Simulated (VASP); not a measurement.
Here is a VASP 6.6.1 calculation.

The input INCAR:

```
SYSTEM = Ca
  PREC = Accurate
  ENCUT = 520
  EDIFF = 1E-7
  ISMEAR = 1
  SIGMA = 0.05
  LREAL = .False.
  LASPH = .True.
  NELM = 80
  ALGO = Normal
  ISIF = 2
  LWAVE = .False.
  LCHARG = .False.
  GGA = CA
  NBANDS = 11
```

KPOINTS

```
Automatic mesh
0
Gamma
  9 9 9
  0 0 0
```

File POSCAR:

```
Ca
1.0
   -2.1754011839      2.1754011839      2.1664339444
    2.1754011839     -2.1754011839      2.1664339444
    2.1754011839      2.1754011839     -2.1664339444
Ca
1
Direct
    0.5000000000      0.5000000000      0.0000000000
```

Potentials or basis: VASP PAW LDA potentials, release 64 (Ca_sv).

Command:

```console
$ cat potpaw_LDA.64/Ca_sv/POTCAR > POTCAR
$ mpirun -np 1 vasp_std > vasp.out
```

(1) Predict the pressure.

(2) Estimate the band gap on the k mesh.

Results:

(1) -1.4 GPa.

(2) zero (bands 5 and 6 overlap by 0.16 eV).
